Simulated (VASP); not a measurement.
# Cu (C2/c) in VASP: further runs

The runs below take Cu through single point, with r2SCAN.

Program: VASP 6.6.1. These are calculated values, not measurements. Logs are shortened: lines on timing, memory, paths and dates and some standing lists are left out, and cuts for length are marked.

## 1. The cell of the first run

The typed cell holds 2 atoms: a = 2.565 Å, b = 2.565 Å, c = 4.906 Å, α = 105.11°, β = 105.11°, γ = 120.05°.

## 2. Single point, r2SCAN (volume scaled by 1.04)

Contents of POSCAR:

```
Cu
1.0
   -1.7229279892      1.4189078795      1.2633112480
    1.4189078795     -1.7229279892      1.2633112480
    3.2212227907      3.2212227907     -1.8201246356
Cu
2
Direct
    0.9586820061      0.0413179939      0.0000000000
    0.7913179939      0.2086820061      0.5000000000
```

Contents of INCAR.step1:

```
PREC     = Accurate       # precision mode
ENCUT    = 520            # plane-wave cutoff, eV
ISMEAR   = -1             # smearing method
SIGMA    = 0.1            # smearing width, eV
LREAL    = F              # projectors in reciprocal space
LASPH    = T              # aspherical terms in the spheres
NELM     = 100            # most SCF steps
NBANDS   = 18             # bands
GGA      = PE             # functional
ALGO     = Normal         # electronic algorithm
EDIFF    = 1E-4           # SCF threshold, eV
LWAVE    = T              # write WAVECAR
LCHARG   = F              # write CHGCAR
```

Contents of INCAR.step2:

```
PREC     = Accurate       # precision mode
ENCUT    = 520            # plane-wave cutoff, eV
EDIFF    = 1E-6           # SCF threshold, eV
ISMEAR   = -1             # smearing method
SIGMA    = 0.1            # smearing width, eV
LREAL    = F              # projectors in reciprocal space
LASPH    = T              # aspherical terms in the spheres
NELM     = 100            # most SCF steps
ALGO     = Normal         # electronic algorithm
ISIF     = 2              # what is computed and relaxed
LWAVE    = F              # write WAVECAR
LCHARG   = F              # write CHGCAR
METAGGA  = R2SCAN         # meta-GGA
LMIXTAU  = T            
NBANDS   = 18             # bands
ISTART   = 1
```

Contents of KPOINTS:

```
Automatic mesh
0
Gamma
  18 18 9
```

Potentials or basis: VASP PAW PBE potentials, release 64 (Cu).

Launch:

```
$ cat potpaw_PBE.64/Cu/POTCAR > POTCAR
$ cp INCAR.step1 INCAR
$ mpirun -np 1 vasp_std > vasp.out
$ cp INCAR.step2 INCAR
$ mpirun -np 1 vasp_std > vasp.out
```

OUTCAR:

```text
PREC = Accurate
   ENCUT = 520
   EDIFF = 1E-6
   ISMEAR = -1
   LREAL = F
   LASPH = T
   NELM = 100
   ISIF = 2
   METAGGA = R2SCAN
   ISTART = 1

 ion  position               nearest neighbor table
   1  0.959  0.041  0.000-   2 2.56   2 2.56   2 2.56   2 2.56   2 2.57   2 2.57
   2  0.791  0.209  0.500-   1 2.56   1 2.56   1 2.56   1 2.56   1 2.57   1 2.57

  Warning from LATTYP: Got some problem with cell dimensions!
  Tried to take original basis but could not verify dimensions!
  LATTYP: Found a base centered monoclinic cell.
 ALAT       =     2.5629431698
 B/A-ratio  =     1.7336423798
 C/A-ratio  =     1.6331240623
 COS(beta)  =    -0.0010512109

  Lattice vectors:

 A1 = (   1.7229279892,  -1.4189078795,  -1.2633112480)
 A2 = (  -1.4189078795,   1.7229279892,  -1.2633112480)
 A3 = (   2.9172026810,   2.9172026810,   0.7064978604)

Analysis of symmetry for initial positions (statically):
=====================================================================
 Subroutine PRICEL returns:
 Original cell was already a primitive cell.

 Routine SETGRP: Setting up the symmetry group for a
 base centered monoclinic supercell.

 Subroutine GETGRP returns: Found  4 space group operations
 (whereof  2 operations were pure point group operations)
 out of a pool of  4 trial point group operations.

The static configuration has the point symmetry C_2 .
 The point group associated with its full space group is C_2h.

Analysis of symmetry for dynamics (positions and initial velocities):
=====================================================================
 Subroutine PRICEL returns:
 Original cell was already a primitive cell.

 Routine SETGRP: Setting up the symmetry group for a
 base centered monoclinic supercell.

 Subroutine GETGRP returns: Found  4 space group operations
 (whereof  2 operations were pure point group operations)
 out of a pool of  4 trial point group operations.

The dynamic configuration has the point symmetry C_2 .
 The point group associated with its full space group is C_2h.

 Subroutine INISYM returns: Found  4 space group operations
 (whereof  2 operations are pure point group operations),
 and found     1 'primitive' translations

----------------------------------------------------------------------------------------

                                     Primitive cell

  volume of cell :      23.8323

  direct lattice vectors                    reciprocal lattice vectors
    -1.722927989  1.418907880  1.263311248    -0.039168042  0.279117203  0.424657570
     1.418907880 -1.722927989  1.263311248     0.279117203 -0.039168042  0.424657570
     3.221222791  3.221222791 -1.820124636     0.166543800  0.166543800  0.040079327

  length of vectors
     2.564709679  2.564709679  4.905650438     0.509680881  0.509680881  0.238914268

  position of ions in fractional coordinates (direct lattice)
     0.958682006  0.041317994  1.000000000
     0.791317994  0.208682006  0.500000000

  ion indices of the primitive-cell ions
   primitive index   ion index
                 1           1
                 2           2

----------------------------------------------------------------------------------------

 KPOINTS: Automatic mesh

Automatic generation of k-mesh.
 Grid dimensions read from file:
 generate k-points for:   18   18    9

 Generating k-lattice:

  Cartesian coordinates                     Fractional coordinates (reciprocal lattice)
    -0.002176002  0.015506511  0.023592087     0.055555556  0.000000000 -0.000000000
     0.015506511 -0.002176002  0.023592087     0.000000000  0.055555556 -0.000000000
     0.018504867  0.018504867  0.004453259    -0.000000000 -0.000000000  0.111111111

  Length of vectors
     0.028315605  0.028315605  0.026546030

  Shift w.r.t. Gamma in fractional coordinates (k-lattice)
     0.000000000  0.000000000  0.000000000

 Subroutine IBZKPT returns following result:
 ===========================================

 Found    775 irreducible k-points:

 Following reciprocal coordinates:
            Coordinates               Weight
  0.000000  0.000000  0.000000      1.000000
  0.055556  0.000000  0.000000      4.000000
  0.111111  0.000000  0.000000      4.000000
  0.166667  0.000000  0.000000      4.000000
  0.222222  0.000000  0.000000      4.000000
  0.277778  0.000000  0.000000      4.000000
[... 16 lines left out ...]
 -0.277778  0.055556 -0.000000      4.000000
 -0.222222  0.055556  0.000000      4.000000
 [... further k-points ...]
   k-points           NKPTS =    775   k-points in BZ     NKDIM =    775   number of bands    NBANDS=     18
   number of dos      NEDOS =    301   number of ions     NIONS =      2
   total plane-waves  NPLWV =  14400
   dimension x,y,z NGX =    20 NGY =   20 NGZ =   36
   dimension x,y,z NGXF=    40 NGYF=   40 NGZF=   72
   ions per type =               2
   NGX,Y,Z   is equivalent  to a cutoff of  12.96, 12.96, 12.20 a.u.
   NGXF,Y,Z  is equivalent  to a cutoff of  25.93, 25.93, 24.40 a.u.
 SYSTEM =  unknown system
   PREC   = accura    normal or accurate (medium, high low for compatibility)
   ISTART =      1    job   : 0-new  1-cont  2-samecut
   ICHARG =      0    charge: 1-file 2-atom 10-const
   ISPIN  =      1    spin polarized calculation?
   LNONCOLLINEAR =      F non collinear calculations
   LSORBIT =      F    spin-orbit coupling
   LASPH  =      T    aspherical Exc in radial PAW
   ENCUT  =  520.0 eV  38.22 Ry    6.18 a.u.   4.77  4.77  9.12*2*pi/ulx,y,z
   NELM   =    100;   NELMIN=  2; NELMDL=  0     # of ELM steps
   EDIFF  = 0.1E-05   stopping-criterion for ELM
   LREAL  =      F    real-space projection
   EDIFFG = 0.1E-04   stopping-criterion for IOM
   NSW    =      0    number of steps for IOM
   IBRION =     -1    ionic relax: 0-MD 1-quasi-New 2-CG
   NFREE  =      0    steps in history (QN), initial steepest desc. (CG)
   ISIF   =      2    stress and relaxation
   ISYM   =      2    0-nonsym 1-usesym 2-fastsym
   POTIM  = 0.5000    time-step for ionic-motion
   TEBEG  =    0.0;   TEEND  =   0.0 temperature during run
   PSTRESS=    0.0 pullay stress
   NELECT =      22.0000    total number of electrons
   NUPDOWN=      -1.0000    fix difference up-down
   EMIN   =  10.00;   EMAX   =-10.00  energy-range for DOS
   EFERMI =   0.00;   METHOD = LEGACY
   ISMEAR =    -1;   SIGMA  =   0.10  broadening in eV -4-tet -1-fermi 0-gaus
   EFERMI_NEDOS =   21; number of points for ismear=-14 and -15
   IALGO  =     38    algorithm
   IMIX   =      4    mixing-type and parameters
     AMIX     =   0.40;   BMIX     =  1.00
     AMIX_MAG =   1.60;   BMIX_MAG =  1.00
  volume/ion in A,a.u.               =      11.92        80.41
  Fermi-wavevector in a.u.,A,eV,Ry     =   1.594021  3.012262 34.571066  2.540902
  Thomas-Fermi vector in A             =   2.692160
   LORBIT       =      0    0 simple, 1 ext, 2 COOP (PROOUT), +10 PAW based schemes
   METAGGA = R2SCAN    functional components
   LHFCALC =     F    Hartree Fock is set to
   AEXX    =    0.0000 exact exchange contribution
   IVDW    =     0    specifies the selected vdW correction
   LEPSILON=     F    determine dielectric tensor
   LRPA    =     F    only Hartree local field effects (RPA)
 non-spin polarized calculation
  energy-cutoff  :      520.00
  volume of cell :       23.83
 maximum number of plane-waves:       664
   NGX =  9   NGY =  9   NGZ = 19

 number of electron      22.0000004 magnetization

 Free energy of the ion-electron system (eV)
  ---------------------------------------------------
  ext. energy  EPLUGINS =         0.00000000
  ---------------------------------------------------
  free energy    TOTEN  =       -21.63011380 eV

  energy without entropy =      -21.60756813  energy(sigma->0) =      -21.61884097

 E-fermi :   7.2551     XC(G=0): -13.6835

 val. band max:        7.2463557302   @ k =   0.2222   0.0556   0.0000
 cond. band min:       7.2604326821   @ k =   0.5000   0.0000   0.4444
 fundamental gap:      0.0140769519
 Fermi energy:         7.2550867614

 k-point     1 :       0.0000    0.0000    0.0000
  band No.  band energies     occupation
      1      -2.3083      2.00000
      2       2.1058      2.00000
      3       4.1793      2.00000
      4       4.2287      2.00000
      5       4.2371      2.00000
      6       4.4388      2.00000
[... 10 lines left out ...]
     17      31.5527      0.00000
     18      31.5676      0.00000

 k-point     2 :       0.0556    0.0000    0.0000
  band No.  band energies     occupation
      1      -2.1761      2.00000
      2       2.1494      2.00000
      3       4.1085      2.00000
      4       4.2602      2.00000
      5       4.2821      2.00000
      6       4.4145      2.00000
[... 10 lines left out ...]
     17      31.7538      0.00000
     18      32.2787      0.00000

 k-point     3 :       0.1111    0.0000    0.0000
  band No.  band energies     occupation
      1      -1.7842      2.00000
      2       2.2756      2.00000
      3       4.0011      2.00000
      4       4.2534      2.00000
      5       4.2908      2.00000
      6       4.3385      2.00000
[... 10 lines left out ...]
     17      30.6022      0.00000
     18      31.5269      0.00000

 k-point     4 :       0.1667    0.0000    0.0000
  band No.  band energies     occupation
      1      -1.1489      2.00000
      2       2.4635      2.00000
      3       3.8149      2.00000
      4       3.8937      2.00000
      5       4.2018      2.00000
      6       4.4193      2.00000
[... 375 lines left out ...]
      4       3.7171      2.00000
      5       4.0975      2.00000
      6       4.4538      2.00000
[... 10 lines left out ...]
     17      26.5493      0.00000
     18      27.7721      0.00000

 k-point    23 :      -0.2778    0.0556   -0.0000
  band No.  band energies     occupation
      1       0.1320      2.00000
      2       2.7995      2.00000
      3       3.3180      2.00000
      4       3.7595      2.00000
      5       4.0521      2.00000
      6       4.4128      2.00000
[... 10 lines left out ...]
     17      27.9190      0.00000
     18      28.7221      0.00000

 k-point    24 :      -0.2222    0.0556    0.0000
  band No.  band energies     occupation
      1      -0.7654      2.00000
      2       2.6461      2.00000
      3       3.6245      2.00000
      4       3.8082      2.00000
      5       4.1755      2.00000
      6       4.3926      2.00000
[... 10 lines left out ...]
     17      29.3420      0.00000
     18      29.4064      0.00000

 [... further k-points ...]
[... 5 lines left out ...]
  --------------------------------------------------------------------------------------
  -------------------------------------------------------------------------------------
  Total       -0.7544061     -0.7544061     -0.7917608      0.0371364      0.0037963      0.0037964
  in kB      -50.7166285    -50.7166285    -53.2278849      2.4965768      0.2552177      0.2552196
  external PRESSURE =     -51.5537139 kB  Pullay stress =       0.0000000 kB

 VOLUME and BASIS-vectors are now :
 -----------------------------------------------------------------------------
  energy-cutoff  :      520.00
  volume of cell :       23.83
      direct lattice vectors                 reciprocal lattice vectors
    -1.722927989  1.418907880  1.263311248    -0.039168042  0.279117203  0.424657570
     1.418907880 -1.722927989  1.263311248     0.279117203 -0.039168042  0.424657570
     3.221222791  3.221222791 -1.820124636     0.166543800  0.166543800  0.040079327

 POSITION                                       TOTAL-FORCE (eV/Angst)
 -----------------------------------------------------------------------------------
     -1.59311      1.28909      1.26331         0.004256     -0.004256     -0.000000
      0.54333      2.37387      0.35325        -0.004256      0.004256      0.000000
 -----------------------------------------------------------------------------------
    total drift:                                0.000000      0.000000     -0.000000

  FREE ENERGIE OF THE ION-ELECTRON SYSTEM (eV)
  ---------------------------------------------------
  free  energy   TOTEN  =       -21.6301137954 eV

  energy  without entropy=      -21.6075681346  energy(sigma->0) =      -21.61884097
```

Wall time 7.4 min (1 thread of Intel Xeon 6975P-C (Granite Rapids), shared host); peak memory 0.37 GiB.

Results:

```yaml
Free_energy: -21.6301 eV
Pressure: -5.2 GPa
Largest_force: 0.006 eV/Å
Band_gap_on_the_k_mesh: zero (band 11 reaches 11.44 eV, above the bottom of band 12 at 5.27 eV)
```

Forces in eV/Å, atoms in the order of the input:
```
Cu   0.004 -0.004  0.000
Cu  -0.004  0.004  0.000
```

Caveat: the PAW data sets were made with another functional, which shifts forces and pressure a little.

## 3. Single point, r2SCAN (volume scaled by 1.08)

Contents of POSCAR:

```
Cu
1.0
   -1.7447395197      1.4368706457      1.2793042274
    1.4368706457     -1.7447395197      1.2793042274
    3.2620020918      3.2620020918     -1.8431666340
Cu
2
Direct
    0.9586820061      0.0413179939      0.0000000000
    0.7913179939      0.2086820061      0.5000000000
```

Contents of INCAR.step1:

```
ALGO = Normal
EDIFF = 1E-4
ENCUT = 520
GGA = PE
ISMEAR = -1
LASPH = T
LCHARG = F
LREAL = F
LWAVE = T
NBANDS = 18
NELM = 100
PREC = Accurate
SIGMA = 0.1
```

Contents of INCAR.step2:

```
ALGO = Normal
EDIFF = 1E-6
ENCUT = 520
ISIF = 2
ISMEAR = -1
ISTART = 1
LASPH = T
LCHARG = T
LELF = T
LMIXTAU = T
LREAL = F
LVHAR = T
LWAVE = F
METAGGA = R2SCAN
NBANDS = 18
NELM = 100
PREC = Accurate
SIGMA = 0.1
```

Contents of KPOINTS:

```
k-points
0
Gamma
  18 18 9
```

Potentials or basis: VASP PAW PBE potentials, release 64 (Cu).

Launch:

```
$ cat potpaw_PBE.64/Cu/POTCAR > POTCAR
$ cp INCAR.step1 INCAR
$ mpirun -np 1 vasp_std > vasp.out
$ cp INCAR.step2 INCAR
$ mpirun -np 1 vasp_std > vasp.out
```

OUTCAR:

```text
EDIFF = 1E-6
   ENCUT = 520
   ISIF = 2
   ISMEAR = -1
   ISTART = 1
   LASPH = T
   LREAL = F
   METAGGA = R2SCAN
   NELM = 100
   PREC = Accurate

 ion  position               nearest neighbor table
   1  0.959  0.041  0.000-   2 2.59   2 2.59   2 2.60   2 2.60   2 2.60   2 2.60
   2  0.791  0.209  0.500-   1 2.59   1 2.59   1 2.60   1 2.60   1 2.60   1 2.60

  Warning from LATTYP: Got some problem with cell dimensions!
  Tried to take original basis but could not verify dimensions!
  LATTYP: Found a base centered monoclinic cell.
 ALAT       =     2.5953889327
 B/A-ratio  =     1.7336423799
 C/A-ratio  =     1.6331240624
 COS(beta)  =    -0.0010512110

  Lattice vectors:

 A1 = (   1.7447395197,  -1.4368706457,  -1.2793042274)
 A2 = (  -1.4368706457,   1.7447395197,  -1.2793042274)
 A3 = (   2.9541332178,   2.9541332178,   0.7154418208)

Analysis of symmetry for initial positions (statically):
=====================================================================
 Subroutine PRICEL returns:
 Original cell was already a primitive cell.

 Routine SETGRP: Setting up the symmetry group for a
[... 162 lines left out ...]
  ---------------------------------------------------
  ext. energy  EPLUGINS =         0.00000000
  ---------------------------------------------------
  free energy    TOTEN  =       -21.58812174 eV

  energy without entropy =      -21.56537109  energy(sigma->0) =      -21.57674642

 E-fermi :   6.8098     XC(G=0): -13.4314

 val. band max:        6.8057485165   @ k =  -0.0556   0.5000   0.2222
 cond. band min:       6.8163835388   @ k =  -0.1667   0.0000   0.3333
 fundamental gap:      0.0106350223
 Fermi energy:         6.8098240812

 k-point     1 :       0.0000    0.0000    0.0000
  band No.  band energies     occupation
      1      -2.4642      2.00000
      2       1.8702      2.00000
      3       3.8474      2.00000
      4       3.8936      2.00000
      5       3.9014      2.00000
      6       4.0909      2.00000
[... 481 lines left out ...]
      5       3.8437      2.00000
      6       4.0496      2.00000
[... 10 lines left out ...]
     17      28.4563      0.00000
     18      28.4803      0.00000

 [... further k-points ...]
[... 5 lines left out ...]
  --------------------------------------------------------------------------------------
  -------------------------------------------------------------------------------------
  Total       -1.4774012     -1.4774012     -1.5258996      0.0487559      0.0086840      0.0086840
  in kB      -95.6430074    -95.6430074    -98.7826659      3.1563288      0.5621780      0.5621761
  external PRESSURE =     -96.6895602 kB  Pullay stress =       0.0000000 kB

 VOLUME and BASIS-vectors are now :
 -----------------------------------------------------------------------------
  energy-cutoff  :      520.00
  volume of cell :       24.75
      direct lattice vectors                 reciprocal lattice vectors
    -1.744739520  1.436870646  1.279304227    -0.038678390  0.275627872  0.419348794
     1.436870646 -1.744739520  1.279304227     0.275627872 -0.038678390  0.419348794
     3.262002092  3.262002092 -1.843166634     0.164461785  0.164461785  0.039578283

 POSITION                                       TOTAL-FORCE (eV/Angst)
 -----------------------------------------------------------------------------------
     -1.61328      1.30541      1.27930         0.001283     -0.001283     -0.000000
      0.55021      2.40393      0.35772        -0.001283      0.001283      0.000000
 -----------------------------------------------------------------------------------
    total drift:                                0.000000      0.000000     -0.000000

  FREE ENERGIE OF THE ION-ELECTRON SYSTEM (eV)
  ---------------------------------------------------
  free  energy   TOTEN  =       -21.5881217436 eV

  energy  without entropy=      -21.5653710940  energy(sigma->0) =      -21.57674642
```

OUTCAR.step1:

```text
EDIFF = 1E-4
   ENCUT = 520
   GGA = PE
   ISMEAR = -1
   LASPH = T
   LREAL = F
[... 729 lines left out ...]
 -----------------------------------------------------------------------------------
     -1.61328      1.30541      1.27930         0.000890     -0.000890      0.000000
      0.55021      2.40393      0.35772        -0.000890      0.000890     -0.000000
 -----------------------------------------------------------------------------------
    total drift:                                0.000000      0.000000     -0.000000

  FREE ENERGIE OF THE ION-ELECTRON SYSTEM (eV)
  ---------------------------------------------------
  free  energy   TOTEN  =        -7.4407150635 eV

  energy  without entropy=       -7.4169562654  energy(sigma->0) =       -7.42883566
```

Run time: 8.3 min. Hardware: 1 thread of Intel Xeon 6975P-C (Granite Rapids), shared host; peak memory 0.38 GiB.

Results:

```
Free energy            : -21.5881 eV
Pressure               : -9.7 GPa
Band gap on the k mesh : zero (band 11 reaches 10.90 eV, above the bottom of band 12 at 4.88 eV)
```

Caveat: the PAW data sets were made with another functional, which shifts forces and pressure a little.

[end of part 1 of 2]
